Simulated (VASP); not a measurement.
# Ni (C2/c) in VASP: notebook

Ni is run at these levels: LDA; tasks: single point.

All numbers are computed with VASP 6.6.1; they aren't measurements. Logs are shortened: lines on timing, memory, paths and dates and some standing lists are left out, and cuts for length are marked.

### 1 The cell of the first run

The typed cell holds 2 atoms: a = 4.283 Å, b = 4.283 Å, c = 2.451 Å, α = 97.87°, β = 97.87°, γ = 147.46°.

### 2 Single point, LDA (10.55 Å³/atom)

INCAR

```
ALGO = Normal
EDIFF = 1E-6
ENCUT = 520
GGA = CA
ISIF = 2
ISMEAR = -1
LASPH = T
LCHARG = F
LREAL = F
LWAVE = F
NBANDS = 17
NELM = 100
PREC = Accurate
SIGMA = 0.1
```

KPOINTS

```
k-points
0
Gamma
  17 17 17
```

POSCAR

```
Ni
1.0
   -2.9067251268      2.9071415998      1.1997737580
    2.9071415998     -2.9067251268      1.1997737580
    1.5118594372      1.5118594372     -1.1990109870
Ni
2
Direct
    0.0000233866      0.9999766134      1.0000000000
    0.7499766134      0.2500233866      0.5000000000
```

Potentials or basis: VASP PAW LDA potentials, release 64 (Ni).

On the command line:

```bash
$ cat potpaw_LDA.64/Ni/POTCAR > POTCAR
$ mpirun -np 1 vasp_std > vasp.out
```

OUTCAR:

```text
EDIFF = 1E-6
   ENCUT = 520
   GGA = CA
   ISIF = 2
   ISMEAR = -1
   LASPH = T
   LREAL = F
   NELM = 100
   PREC = Accurate

 ion  position               nearest neighbor table
   1  0.000  1.000  0.000-   2 2.39   2 2.39   2 2.39   2 2.39   2 2.93   2 2.93   2 2.93   2 2.93

   2  0.750  0.250  0.500-   1 2.39   1 2.39   1 2.39   1 2.39   1 2.93   1 2.93   1 2.93   1 2.93

  LATTYP: Found a base centered monoclinic cell.
 ALAT       =     2.3995475883
 B/A-ratio  =     3.4264997347
 C/A-ratio  =     1.0215840250
 COS(beta)  =    -0.4889107171

  Lattice vectors:

 A1 = (  -2.9067251268,   2.9071415998,   1.1997737580)
 A2 = (   2.9071415998,  -2.9067251268,   1.1997737580)
 A3 = (   1.5118594372,   1.5118594372,  -1.1990109870)

Analysis of symmetry for initial positions (statically):
=====================================================================
 Subroutine PRICEL returns:
 Original cell was already a primitive cell.

 Routine SETGRP: Setting up the symmetry group for a
 base centered monoclinic supercell.

 Subroutine GETGRP returns: Found  4 space group operations
 (whereof  2 operations were pure point group operations)
 out of a pool of  4 trial point group operations.

The static configuration has the point symmetry C_2 .
 The point group associated with its full space group is C_2h.

Analysis of symmetry for dynamics (positions and initial velocities):
=====================================================================
 Subroutine PRICEL returns:
 Original cell was already a primitive cell.

 Routine SETGRP: Setting up the symmetry group for a
 base centered monoclinic supercell.

 Subroutine GETGRP returns: Found  4 space group operations
 (whereof  2 operations were pure point group operations)
 out of a pool of  4 trial point group operations.

The dynamic configuration has the point symmetry C_2 .
 The point group associated with its full space group is C_2h.

 Subroutine INISYM returns: Found  4 space group operations
 (whereof  2 operations are pure point group operations),
 and found     1 'primitive' translations

----------------------------------------------------------------------------------------

                                     Primitive cell

  volume of cell :      21.0943

  direct lattice vectors                    reciprocal lattice vectors
    -2.906725127  2.907141600  1.199773758     0.079230132  0.251232698  0.416687882
     2.907141600 -2.906725127  1.199773758     0.251232698  0.079230132  0.416687882
     1.511859437  1.511859437 -1.199010987     0.330673059  0.330673059 -0.000114785

  length of vectors
     4.282520323  4.282520323  2.451339483     0.492974719  0.492974719  0.467642339

  position of ions in fractional coordinates (direct lattice)
     0.000023387  0.999976613  0.000000000
     0.749976613  0.250023387  0.500000000

  ion indices of the primitive-cell ions
   primitive index   ion index
                 1           1
                 2           2

----------------------------------------------------------------------------------------

 KPOINTS: k-points

Automatic generation of k-mesh.
 Grid dimensions read from file:
 generate k-points for:   17   17   17

 Generating k-lattice:

  Cartesian coordinates                     Fractional coordinates (reciprocal lattice)
     0.004660596  0.014778394  0.024511052     0.058823529 -0.000000000  0.000000000
     0.014778394  0.004660596  0.024511052    -0.000000000  0.058823529  0.000000000
     0.019451356  0.019451356 -0.000006752     0.000000000  0.000000000  0.058823529

  Length of vectors
     0.028998513  0.028998513  0.027508373

  Shift w.r.t. Gamma in fractional coordinates (k-lattice)
     0.000000000  0.000000000  0.000000000

 Subroutine IBZKPT returns following result:
 ===========================================

 Found   1305 irreducible k-points:

 Following reciprocal coordinates:
            Coordinates               Weight
  0.000000  0.000000  0.000000      1.000000
  0.058824  0.000000 -0.000000      4.000000
  0.117647 -0.000000  0.000000      4.000000
  0.176471  0.000000  0.000000      4.000000
  0.235294 -0.000000  0.000000      4.000000
  0.294118  0.000000  0.000000      4.000000
[... 16 lines left out ...]
 -0.176471  0.058824 -0.000000      4.000000
 -0.117647  0.058824 -0.000000      4.000000
 [... further k-points ...]
   k-points           NKPTS =   1305   k-points in BZ     NKDIM =   1305   number of bands    NBANDS=     17
   number of dos      NEDOS =    301   number of ions     NIONS =      2
   total plane-waves  NPLWV =  18432
   dimension x,y,z NGX =    32 NGY =   32 NGZ =   18
   dimension x,y,z NGXF=    64 NGYF=   64 NGZF=   36
   ions per type =               2
   NGX,Y,Z   is equivalent  to a cutoff of  12.42, 12.42, 12.21 a.u.
   NGXF,Y,Z  is equivalent  to a cutoff of  24.84, 24.84, 24.41 a.u.
 SYSTEM =  unknown system
   PREC   = accura    normal or accurate (medium, high low for compatibility)
   ISTART =      0    job   : 0-new  1-cont  2-samecut
   ICHARG =      2    charge: 1-file 2-atom 10-const
   ISPIN  =      1    spin polarized calculation?
   LNONCOLLINEAR =      F non collinear calculations
   LSORBIT =      F    spin-orbit coupling
   LASPH  =      T    aspherical Exc in radial PAW
   ENCUT  =  520.0 eV  38.22 Ry    6.18 a.u.   7.96  7.96  4.56*2*pi/ulx,y,z
   NELM   =    100;   NELMIN=  2; NELMDL= -5     # of ELM steps
   EDIFF  = 0.1E-05   stopping-criterion for ELM
   LREAL  =      F    real-space projection
   EDIFFG = 0.1E-04   stopping-criterion for IOM
   NSW    =      0    number of steps for IOM
   IBRION =     -1    ionic relax: 0-MD 1-quasi-New 2-CG
   NFREE  =      0    steps in history (QN), initial steepest desc. (CG)
   ISIF   =      2    stress and relaxation
   ISYM   =      2    0-nonsym 1-usesym 2-fastsym
   POTIM  = 0.5000    time-step for ionic-motion
   TEBEG  =    0.0;   TEEND  =   0.0 temperature during run
   PSTRESS=    0.0 pullay stress
   NELECT =      20.0000    total number of electrons
   NUPDOWN=      -1.0000    fix difference up-down
   EMIN   =  10.00;   EMAX   =-10.00  energy-range for DOS
   EFERMI =   0.00;   METHOD = LEGACY
   ISMEAR =    -1;   SIGMA  =   0.10  broadening in eV -4-tet -1-fermi 0-gaus
   EFERMI_NEDOS =   21; number of points for ismear=-14 and -15
   IALGO  =     38    algorithm
   IMIX   =      4    mixing-type and parameters
     AMIX     =   0.40;   BMIX     =  1.00
     AMIX_MAG =   1.60;   BMIX_MAG =  1.00
  volume/ion in A,a.u.               =      10.55        71.18
  Fermi-wavevector in a.u.,A,eV,Ry     =   1.608285  3.039218 35.192557  2.586580
  Thomas-Fermi vector in A             =   2.704179
   LORBIT       =      0    0 simple, 1 ext, 2 COOP (PROOUT), +10 PAW based schemes
   GGA     = CA    functional components
   LHFCALC =     F    Hartree Fock is set to
   AEXX    =    0.0000 exact exchange contribution
   IVDW    =     0    specifies the selected vdW correction
   LEPSILON=     F    determine dielectric tensor
   LRPA    =     F    only Hartree local field effects (RPA)
 non-spin polarized calculation
  energy-cutoff  :      520.00
  volume of cell :       21.09
 maximum number of plane-waves:       583
   NGX = 15   NGY = 15   NGZ =  9

 number of electron      20.0000014 magnetization

 Free energy of the ion-electron system (eV)
  ---------------------------------------------------
  ext. energy  EPLUGINS =         0.00000000
  ---------------------------------------------------
  free energy    TOTEN  =       -12.99065914 eV

  energy without entropy =      -12.82627499  energy(sigma->0) =      -12.90846707

 E-fermi :   9.3599     XC(G=0): -13.7881

 val. band max:        9.3597409546   @ k =   0.3529   0.2353   0.0000
 cond. band min:       9.3600535498   @ k =  -0.4706  -0.4706   0.0588
 fundamental gap:      0.0003125952
 Fermi energy:         9.3599404858

 k-point     1 :       0.0000    0.0000    0.0000
  band No.  band energies     occupation
      1       0.3076      2.00000
      2       4.7149      2.00000
      3       6.9277      2.00000
      4       7.2787      2.00000
      5       7.7033      2.00000
      6       7.7196      2.00000
[... 9 lines left out ...]
     16      35.0674      0.00000
     17      36.4992      0.00000

 k-point     2 :       0.0588    0.0000   -0.0000
  band No.  band energies     occupation
      1       0.4438      2.00000
      2       4.7962      2.00000
      3       6.9560      2.00000
      4       7.3110      2.00000
      5       7.6664      2.00000
      6       7.6931      2.00000
[... 9 lines left out ...]
     16      34.0244      0.00000
     17      35.1051      0.00000

 k-point     3 :       0.1176   -0.0000    0.0000
  band No.  band energies     occupation
      1       0.8460      2.00000
      2       5.0227      2.00000
      3       6.9939      2.00000
      4       7.3350      2.00000
      5       7.3988      2.00000
      6       7.5583      2.00000
[... 9 lines left out ...]
     16      32.1639      0.00000
     17      34.2614      0.00000

 k-point     4 :       0.1765    0.0000    0.0000
  band No.  band energies     occupation
      1       1.4927      2.00000
      2       5.3330      2.00000
      3       6.6915      2.00000
      4       7.1130      2.00000
      5       7.3170      2.00000
      6       7.4488      2.00000
[... 9 lines left out ...]
     16      30.4632      0.00000
     17      33.1121      0.00000
[... 343 lines left out ...]
      1       1.6160      2.00000
      2       5.2533      2.00000
      3       6.6539      2.00000
      4       7.0116      2.00000
      5       7.2946      2.00000
      6       7.4936      2.00000
[... 9 lines left out ...]
     16      30.5653      0.00000
     17      32.7952      0.00000

 k-point    23 :      -0.1765    0.0588   -0.0000
  band No.  band energies     occupation
      1       0.9427      2.00000
      2       4.9592      2.00000
      3       6.9468      2.00000
      4       7.2916      2.00000
      5       7.3558      2.00000
      6       7.5390      2.00000
[... 9 lines left out ...]
     16      32.3859      0.00000
     17      33.4340      0.00000

 k-point    24 :      -0.1176    0.0588   -0.0000
  band No.  band energies     occupation
      1       0.5097      2.00000
      2       4.7520      2.00000
      3       6.9309      2.00000
      4       7.3092      2.00000
      5       7.6633      2.00000
      6       7.7148      2.00000
[... 9 lines left out ...]
     16      33.6686      0.00000
     17      34.7923      0.00000

 [... further k-points ...]

------------------------ aborting loop because EDIFF is reached ----------------------------------------

  FORCE on cell =-STRESS in cart. coord.  units (eV):
  Direction    XX          YY          ZZ          XY          YZ          ZX
  --------------------------------------------------------------------------------------
  -------------------------------------------------------------------------------------
  Total       -1.1761194     -1.1761194     -1.1213217     -0.0011511     -0.0043381     -0.0043381
  in kB      -89.3298001    -89.3298001    -85.1677565     -0.0874332     -0.3294918     -0.3294938
  external PRESSURE =     -87.9424522 kB  Pullay stress =       0.0000000 kB

 VOLUME and BASIS-vectors are now :
 -----------------------------------------------------------------------------
  energy-cutoff  :      520.00
  volume of cell :       21.09
      direct lattice vectors                 reciprocal lattice vectors
    -2.906725127  2.907141600  1.199773758     0.079230132  0.251232698  0.416687882
     2.907141600 -2.906725127  1.199773758     0.251232698  0.079230132  0.416687882
     1.511859437  1.511859437 -1.199010987     0.330673059  0.330673059 -0.000114785

 POSITION                                       TOTAL-FORCE (eV/Angst)
 -----------------------------------------------------------------------------------
      2.90701     -2.90659      1.19977         0.001379     -0.001379     -0.000000
     -0.69719      2.20947      0.60027        -0.001379      0.001379      0.000000
 -----------------------------------------------------------------------------------
    total drift:                                0.000000      0.000000     -0.000000

  FREE ENERGIE OF THE ION-ELECTRON SYSTEM (eV)
  ---------------------------------------------------
  free  energy   TOTEN  =       -12.9906591437 eV

  energy  without entropy=      -12.8262749911  energy(sigma->0) =      -12.90846707
```

Wall time 4.1 min (1 thread of AMD EPYC 9R45 (Zen 5), shared host); peak memory 0.44 GiB.

What came out:

- Free energy: -12.9907 eV
- Pressure: -8.8 GPa
- Band gap on the k mesh: zero (bands 10 and 11 overlap by 0.75 eV)

Levels at points of the mesh, in eV from the Fermi level:
| k point | band 6 | band 7 | band 8 | band 9 | band 10 | band 11 | band 12 | band 13 | band 14 | band 15 |
| --- | --- | --- | --- | --- | --- | --- | --- | --- | --- | --- |
| (0.00, 0.00, 0.00) | -1.64 | -1.57 | -1.38 | -0.57 | -0.54 | -0.50 | -0.01 | 5.81 | 22.70 | 24.90 |

Caveat: the cell stands under tension; the run has no spin polarisation, though such a crystal can be magnetic. Spin polarisation is off, so any magnetic state and its effect on volume and gap are missing.

### 3 Single point, LDA (10.95 Å³/atom)

This run uses another cell than the first one, of 10.95 Å³/atom.

INCAR

```
PREC     = Accurate       # precision mode
ENCUT    = 520            # plane-wave cutoff, eV
EDIFF    = 1E-7           # SCF threshold, eV
ISMEAR   = -1             # smearing method
SIGMA    = 0.1            # smearing width, eV
LREAL    = F              # projectors in reciprocal space
LASPH    = T              # aspherical terms in the spheres
NELM     = 100            # most SCF steps
ALGO     = Normal         # electronic algorithm
ISIF     = 2              # what is computed and relaxed
LWAVE    = F              # write WAVECAR
LCHARG   = F              # write CHGCAR
NBANDS   = 17             # bands
```

KPOINTS

```
Automatic mesh
0
Gamma
  17 17 17
```

POSCAR

```
Ni
1.0
   -2.9435230222      2.9439447675      1.2149623800
    2.9439447675     -2.9435230222      1.2149623800
    1.5309989303      1.5309989303     -1.2141899526
Ni
2
Direct
    0.0000233866      0.9999766134      1.0000000000
    0.7499766134      0.2500233866      0.5000000000
```

Potentials or basis: VASP PAW LDA potentials, release 64 (Ni).

On the command line:

```bash
$ cat potpaw_LDA.64/Ni/POTCAR > POTCAR
$ mpirun -np 1 vasp_std > vasp.out
```

OUTCAR:

```text
PREC = Accurate
   ENCUT = 520
   EDIFF = 1E-7
   ISMEAR = -1
   LREAL = F
   LASPH = T
   NELM = 100
   ISIF = 2

 ion  position               nearest neighbor table
   1  0.000  1.000  0.000-   2 2.42   2 2.42   2 2.42   2 2.42   2 2.97   2 2.97   2 2.97   2 2.97

   2  0.750  0.250  0.500-   1 2.42   1 2.42   1 2.42   1 2.42   1 2.97   1 2.97   1 2.97   1 2.97

  LATTYP: Found a base centered monoclinic cell.
 ALAT       =     2.4299248332
 B/A-ratio  =     3.4264997347
 C/A-ratio  =     1.0215840250
 COS(beta)  =    -0.4889107171

  Lattice vectors:

 A1 = (  -2.9435230222,   2.9439447675,   1.2149623800)
 A2 = (   2.9439447675,  -2.9435230222,   1.2149623800)
 A3 = (   1.5309989303,   1.5309989303,  -1.2141899526)

Analysis of symmetry for initial positions (statically):
=====================================================================
 Subroutine PRICEL returns:
 Original cell was already a primitive cell.

 Routine SETGRP: Setting up the symmetry group for a
 base centered monoclinic supercell.

 Subroutine GETGRP returns: Found  4 space group operations
[... 162 lines left out ...]
  free energy    TOTEN  =       -12.92801383 eV

  energy without entropy =      -12.75794131  energy(sigma->0) =      -12.84297757

 E-fermi :   8.8100     XC(G=0): -13.5633

 val. band max:        8.8099054130   @ k =   0.4118   0.0000   0.0000
 cond. band min:       8.8100257237   @ k =  -0.2941   0.1765   0.0588
 fundamental gap:      0.0001203107
 Fermi energy:         8.8099993882

 k-point     1 :       0.0000    0.0000    0.0000
  band No.  band energies     occupation
      1       0.0247      2.00000
      2       4.3754      2.00000
      3       6.5059      2.00000
      4       6.8391      2.00000
      5       7.2404      2.00000
      6       7.2570      2.00000
[... 457 lines left out ...]
      4       6.8684      2.00000
      5       7.2023      2.00000
      6       7.2526      2.00000
[... 9 lines left out ...]
     16      32.6688      0.00000
     17      33.6483      0.00000

 [... further k-points ...]

------------------------ aborting loop because EDIFF is reached ----------------------------------------

  FORCE on cell =-STRESS in cart. coord.  units (eV):
  Direction    XX          YY          ZZ          XY          YZ          ZX
  --------------------------------------------------------------------------------------
  -------------------------------------------------------------------------------------
  Total       -2.1739130     -2.1739130     -2.0843308     -0.0159910     -0.0039224     -0.0039224
  in kB     -158.9998505   -158.9998505   -152.4478111     -1.1695839     -0.2868841     -0.2868827
  external PRESSURE =    -156.8158374 kB  Pullay stress =       0.0000000 kB

 VOLUME and BASIS-vectors are now :
 -----------------------------------------------------------------------------
  energy-cutoff  :      520.00
  volume of cell :       21.91
      direct lattice vectors                 reciprocal lattice vectors
    -2.943523022  2.943944768  1.214962380     0.078239651  0.248091960  0.411478737
     2.943944768 -2.943523022  1.214962380     0.248091960  0.078239651  0.411478737
     1.530998930  1.530998930 -1.214189953     0.326539213  0.326539213 -0.000113350

 POSITION                                       TOTAL-FORCE (eV/Angst)
 -----------------------------------------------------------------------------------
      2.94381     -2.94339      1.21496         0.001116     -0.001116     -0.000000
     -0.70602      2.23744      0.60787        -0.001116      0.001116      0.000000
 -----------------------------------------------------------------------------------
    total drift:                                0.000000      0.000000     -0.000000

  FREE ENERGIE OF THE ION-ELECTRON SYSTEM (eV)
  ---------------------------------------------------
  free  energy   TOTEN  =       -12.9280138312 eV

  energy  without entropy=      -12.7579413120  energy(sigma->0) =      -12.84297757
```

Run time: 4.3 min. Hardware: 1 thread of AMD EPYC 9R45 (Zen 5), shared host; peak memory 0.45 GiB.

What came out:

| Quantity | Value |
| --- | --- |
| Free energy | -12.9280 eV |
| Pressure | -15.7 GPa |
| Band gap on the k mesh | zero (bands 10 and 11 overlap by 0.71 eV) |

Caveat: the cell stands under tension; the run has no spin polarisation, though such a crystal can be magnetic. Spin polarisation is off, so any magnetic state and its effect on volume and gap are missing.
